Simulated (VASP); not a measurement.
# InP in VASP: further runs

Runs on InP. Level: PBE+D3(BJ). Tasks: single point.

Program: VASP 6.6.1. These are calculated values, not measurements. Logs are shortened: lines on timing, memory, paths and dates and some standing lists are left out, and cuts for length are marked.

### Step 1. The cell of the first run

The cell holds a slab with vacuum, 4 atoms: a = 4.168 Å, b = 4.168 Å, c = 18.254 Å, α = 90.00°, β = 90.00°, γ = 120.00°.

### Step 2. Single point, PBE+D3(BJ)

Contents of INCAR:

```
  PREC = Accurate
  ENCUT = 400
  EDIFF = 1E-6
  ISMEAR = 0
  SIGMA = 0.05
  LREAL = F
  LASPH = T
  NELM = 120
  ALGO = Normal
  ISIF = 2
  LWAVE = F
  LCHARG = F
  LDIPOL = T
  IDIPOL = 3
  DIPOL = 0.5 0.5 0.503
  GGA = PE
  IVDW = 12
  NBANDS = 26
  GGA_COMPAT = F
  NELMDL = -8
```

Contents of KPOINTS:

```
regular mesh
0
Gamma
  9 9 1
```

Contents of POSCAR:

```
InP
1.0
    4.1676117152      0.0000000000      0.0000000000
   -2.0838058576      3.6092576185      0.0000000000
    0.0000000000      0.0000000000     18.2535508951
P In
2 2
Direct
    0.0000000000      0.0000000000      0.3834870289
    0.3333333333      0.6666666667      0.5816652733
    0.3333333333      0.6666666667      0.4300922174
    0.6666666667      0.3333333333      0.6166253526
```

Potentials or basis: VASP PAW PBE potentials, release 64 (P, In_d).

On the command line:

```console
> cat potpaw_PBE.64/P/POTCAR potpaw_PBE.64/In_d/POTCAR > POTCAR
> mpirun -np 1 vasp_std > vasp.out
```

OUTCAR:

```text
PREC = Accurate
   ENCUT = 400
   EDIFF = 1E-6
   ISMEAR = 0
   LREAL = F
   LASPH = T
   NELM = 120
   ISIF = 2
   GGA = PE
   IVDW = 12
   NELMDL = -8
 IVDW          = 12

 ion  position               nearest neighbor table
   1  0.000  0.000  0.383-   3 2.55   3 2.55   3 2.55
   2  0.333  0.667  0.582-   4 2.49   4 2.49   4 2.49   3 2.77
   3  0.333  0.667  0.430-   1 2.55   1 2.55   1 2.55   2 2.77
   4  0.667  0.333  0.617-   2 2.49   2 2.49   2 2.49

  LATTYP: Found a hexagonal cell.
 ALAT       =     4.1676117152
 C/A-ratio  =     4.3798588118

  Lattice vectors:

 A1 = (   4.1676117152,   0.0000000000,   0.0000000000)
 A2 = (  -2.0838058576,   3.6092576185,   0.0000000000)
 A3 = (   0.0000000000,   0.0000000000,  18.2535508951)

Analysis of symmetry for initial positions (statically):
=====================================================================
 Subroutine PRICEL returns:
 Original cell was already a primitive cell.

 Routine SETGRP: Setting up the symmetry group for a
 hexagonal supercell.

 Subroutine GETGRP returns: Found  6 space group operations
 (whereof  6 operations were pure point group operations)
 out of a pool of 24 trial point group operations.

The static configuration has the point symmetry C_3v.

Analysis of symmetry for dynamics (positions and initial velocities):
=====================================================================
 Subroutine PRICEL returns:
 Original cell was already a primitive cell.

 Routine SETGRP: Setting up the symmetry group for a
 hexagonal supercell.

 Subroutine GETGRP returns: Found  6 space group operations
 (whereof  6 operations were pure point group operations)
 out of a pool of 24 trial point group operations.

The dynamic configuration has the point symmetry C_3v.

 Subroutine INISYM returns: Found  6 space group operations
 (whereof  6 operations are pure point group operations),
 and found     1 'primitive' translations

----------------------------------------------------------------------------------------

                                     Primitive cell

  volume of cell :     274.5696

  direct lattice vectors                    reciprocal lattice vectors
     4.167611715  0.000000000  0.000000000     0.239945578  0.138532644  0.000000000
    -2.083805858  3.609257619  0.000000000     0.000000000  0.277065288  0.000000000
[... 79 lines left out ...]
   NSW    =      0    number of steps for IOM
   IBRION =     -1    ionic relax: 0-MD 1-quasi-New 2-CG
   NFREE  =      0    steps in history (QN), initial steepest desc. (CG)
   ISIF   =      2    stress and relaxation
   ISYM   =      2    0-nonsym 1-usesym 2-fastsym
   POTIM  = 0.5000    time-step for ionic-motion
   TEBEG  =    0.0;   TEEND  =   0.0 temperature during run
   PSTRESS=    0.0 pullay stress
   NELECT =      36.0000    total number of electrons
   NUPDOWN=      -1.0000    fix difference up-down
   EMIN   =  10.00;   EMAX   =-10.00  energy-range for DOS
   EFERMI =   0.00;   METHOD = LEGACY
   ISMEAR =     0;   SIGMA  =   0.05  broadening in eV -4-tet -1-fermi 0-gaus
   EFERMI_NEDOS =   21; number of points for ismear=-14 and -15
   IALGO  =     38    algorithm
   IMIX   =      4    mixing-type and parameters
     AMIX     =   0.40;   BMIX     =  1.00
     AMIX_MAG =   1.60;   BMIX_MAG =  1.00
  volume/ion in A,a.u.               =      68.64       463.22
  Fermi-wavevector in a.u.,A,eV,Ry     =   0.831684  1.571654  9.411119  0.691698
  Thomas-Fermi vector in A             =   1.944612
   LORBIT       =      0    0 simple, 1 ext, 2 COOP (PROOUT), +10 PAW based schemes
   GGA     = PE    functional components
   LHFCALC =     F    Hartree Fock is set to
   AEXX    =    0.0000 exact exchange contribution
   IVDW    =    12    specifies the selected vdW correction
   LEPSILON=     F    determine dielectric tensor
   LRPA    =     F    only Hartree local field effects (RPA)
 non-spin polarized calculation
 Gauss-broadening in eV      SIGMA  =   0.05
  energy-cutoff  :      400.00
  volume of cell :      274.57
 maximum number of plane-waves:      5002
 NGX is ok and might be reduce to    28
   NGX = 13   NGY = 13   NGZ = 59

 number of electron      36.0000026 magnetization

 dipolmoment           0.000000      0.000000     -0.228480 electrons x Angstroem

 Free energy of the ion-electron system (eV)
  ---------------------------------------------------
  ext. energy  EPLUGINS =         0.00000000
  ---------------------------------------------------
  free energy    TOTEN  =       -15.22690402 eV

  energy without entropy =      -15.22603881  energy(sigma->0) =      -15.22647141

 E-fermi :  -0.6063     XC(G=0):  -4.1868

 val. band max:       -0.6115247851   @ k =   0.0000   0.0000   0.0000
 cond. band min:      -0.4911765862   @ k =   0.3333   0.3333   0.0000
 fundamental gap:      0.1203481989
 Fermi energy:        -0.6063210619

 k-point     1 :       0.0000    0.0000    0.0000
  band No.  band energies     occupation
      1     -16.2963      2.00000
      2     -16.1856      2.00000
      3     -16.1856      2.00000
      4     -16.0750      2.00000
      5     -16.0750      2.00000
      6     -14.7104      2.00000
[... 337 lines left out ...]
     25       4.9916      0.00000
     26       5.5492      0.00000

------------------------ aborting loop because EDIFF is reached ----------------------------------------

 vacuum level on the upper side and lower side of the slab       (xc-potential included)        -1.340         1.260

 Edisp (eV)   -0.81941

 E8    (eV) :    -0.3795

  FORCE on cell =-STRESS in cart. coord.  units (eV):
  Direction    XX          YY          ZZ          XY          YZ          ZX
  --------------------------------------------------------------------------------------
  -------------------------------------------------------------------------------------
  Total       0.21917     0.21917    -0.55510     0.00000     0.00000     0.00000
  in kB       1.27890     1.27890    -3.23912     0.00000     0.00000     0.00000
  external pressure =       -0.23 kB  Pullay stress =        0.00 kB

 VOLUME and BASIS-vectors are now :
 -----------------------------------------------------------------------------
  energy-cutoff  :      400.00
  volume of cell :      274.57
      direct lattice vectors                 reciprocal lattice vectors
     4.167611715  0.000000000  0.000000000     0.239945578  0.138532644  0.000000000
    -2.083805858  3.609257619  0.000000000     0.000000000  0.277065288  0.000000000
     0.000000000  0.000000000 18.253550895     0.000000000  0.000000000  0.054783861

 POSITION                                       TOTAL-FORCE (eV/Angst)
 -----------------------------------------------------------------------------------
      0.00000      0.00000      7.00000        -0.000000      0.000000      0.605412
     -0.00000      2.40617     10.61746         0.000000     -0.000000      0.013869
     -0.00000      2.40617      7.85071        -0.000000     -0.000000     -0.605875
      2.08381      1.20309     11.25560         0.000000     -0.000000     -0.013405
 -----------------------------------------------------------------------------------
    total drift:                               -0.000001     -0.000000     -0.001425

  FREE ENERGIE OF THE ION-ELECTRON SYSTEM (eV)
  ---------------------------------------------------
  free  energy   TOTEN  =       -16.0463162481 eV

  energy  without entropy=      -16.0454510360  energy(sigma->0) =      -16.04588364

 vacuum level on the upper side and lower side of the slab         2.200         5.015
```

Run time: 3.4 min. Hardware: 1 thread of AMD EPYC 7R43 (Zen 3), shared host; peak memory 0.27 GiB.

Results:

* Free energy: -16.0463 eV
* Largest force: 0.606 eV/Å
* Band gap on the k mesh: zero (filled and empty bands touch)
* Dispersion energy per atom: -0.205 eV

Forces in eV/Å, atoms in the order of the input:
```
P    0.000  0.000  0.605
P    0.000  0.000  0.014
In   0.000  0.000 -0.606
In   0.000  0.000 -0.013
```

Levels at points of the mesh, in eV from the Fermi level:
```csv
k point,band 16,band 17,band 18,band 19,band 20,band 21
"(0.00, 0.00, 0.00)",-1.93,-0.04,-0.01,-0.01,1.06,1.91
```

Caveat: spin-orbit coupling is left out, which moves the levels of the heavy elements.

### Step 3. Single point, PBE+D3(BJ)

This run uses another cell than the first one.

Contents of INCAR:

```
ALGO = Normal ; DIPOL = 0.5 0.5 0.272
EDIFF = 1E-6 ; ENCUT = 400
GGA = PE ; GGA_COMPAT = False
IDIPOL = 3 ; ISIF = 2
ISMEAR = 0 ; IVDW = 12
LASPH = True ; LCHARG = True
LDIPOL = True ; LELF = True
LREAL = False ; LVACPOTAV = True
LVHAR = True ; LWAVE = False
NBANDS = 26 ; NELM = 120
NELMDL = -8 ; PREC = Accurate
SIGMA = 0.05
```

Contents of KPOINTS:

```
k-points
0
Gamma
  9 9 1
```

Contents of POSCAR:

```
InP
1.0
    4.1676117152      0.0000000000      0.0000000000
   -2.0838058576      3.6092576185      0.0000000000
    0.0000000000      0.0000000000     22.7556022566
P In
2 2
Direct
    0.0000000000      0.0000000000      0.1757808892
    0.3333333333      0.6666666667      0.3347508268
    0.3333333333      0.6666666667      0.2131655372
    0.6666666667      0.3333333333      0.3627942765
```

Potentials or basis: VASP PAW PBE potentials, release 64 (P, In_d).

On the command line:

```console
> cat potpaw_PBE.64/P/POTCAR potpaw_PBE.64/In_d/POTCAR > POTCAR
> mpirun -np 1 vasp_std > vasp.out
```

It took 4 min on 1 thread of AMD EPYC 7R43 (Zen 3), shared host; peak memory 0.32 GiB.

It converged, with:

```
Free energy                : -16.0450 eV
Largest force              : 0.605 eV/Å
Band gap on the k mesh     : zero (filled and empty bands touch)
Dispersion energy per atom : -0.204 eV
```

Forces in eV/Å, atoms in the order of the input:
```
P    0.000  0.000  0.605
P    0.000  0.000  0.013
In   0.000  0.000 -0.605
In   0.000  0.000 -0.013
```

Levels at points of the mesh, in eV from the Fermi level:
```csv
k point,band 15,band 16,band 17,band 18,band 19,band 20,band 21,band 22
"(0.00, 0.00, 0.00)",-1.93,-1.93,-0.04,-0.01,-0.01,1.06,1.91,3.08
```

Caveat: spin-orbit coupling is left out, which moves the levels of the heavy elements.

The gap in the log of VASP goes by the Fermi energy; the results here count the filled bands.